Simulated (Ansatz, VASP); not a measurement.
Li2S: VASP beside Ansatz

The input INCAR:

```
PREC     = Accurate       # precision mode
ENCUT    = 750            # plane-wave cutoff, eV
EDIFF    = 1E-6           # SCF threshold, eV
ISMEAR   = 1              # smearing method
SIGMA    = 0.05           # smearing width, eV
LREAL    = False          # projectors in reciprocal space
LASPH    = True           # aspherical terms in the spheres
NELM     = 120            # most SCF steps
ALGO     = Normal         # electronic algorithm
ISIF     = 2              # what is computed and relaxed
LWAVE    = False          # write WAVECAR
LCHARG   = True           # write CHGCAR
GGA      = PE             # functional
LELF     = True           # ELF
LVHAR    = True         
NBANDS   = 13             # bands
GGA_COMPAT= False
```

KPOINTS

```
regular mesh
0
Gamma
  6 6 6
```

The input POSCAR:

```
Li2S
1.0
    0.0000000000      2.8452943747      2.8452943747
    2.8452943747      0.0000000000      2.8452943747
    2.8452943747      2.8452943747      0.0000000000
Li S
2 1
Direct
    0.2500000000      0.2500000000      0.2500000000
    0.7500000000      0.7500000000      0.7500000000
    0.0000000000      0.0000000000      0.0000000000
```

Input for Ansatz:

```yaml
crystal:
  lattice:
    - [0.0, 2.8452943747, 2.8452943747]
    - [2.8452943747, 0.0, 2.8452943747]
    - [2.8452943747, 2.8452943747, 0.0]
  atoms:
    - { symbol: Li, position: [0.25, 0.25, 0.25] }
    - { symbol: Li, position: [0.75, 0.75, 0.75] }
    - { symbol: S, position: [0.0, 0.0, 0.0] }
kpoints:
  mp_grid: { grid: [6, 6, 6] }
hamiltonian:
  xc: pbe
scf:
  occupations: { method: cold, width: 0.05 }
  n_extra_bands: 4
output:
  forces: true
  stress: true
  eigenvalues: true
```

Alike in both runs: task single point; functional PBE; k mesh 6 × 6 × 6; no spin polarisation.

|  | VASP | Ansatz |
| --- | --- | --- |
| version | VASP 6.6.1 | Ansatz 0.2.0 |
| potentials or method | VASP PAW PBE potentials, release 64 (Li_sv, S) | plane waves |
| plane-wave cutoff (eV) | 750 | 420 |
| occupations | methfessel-paxton of order 1, width 0.05 eV | cold, width 0.05 eV |
| valence electrons in the cell | 12 | 12 |

|  | VASP | Ansatz | Ansatz less VASP |
| --- | --- | --- | --- |
| gap on the k mesh at the Fermi level (eV) | 3.39 | 3.39 | +0.001 |
| pressure (GPa) | 0.2 | 0.3 | +0.13 |
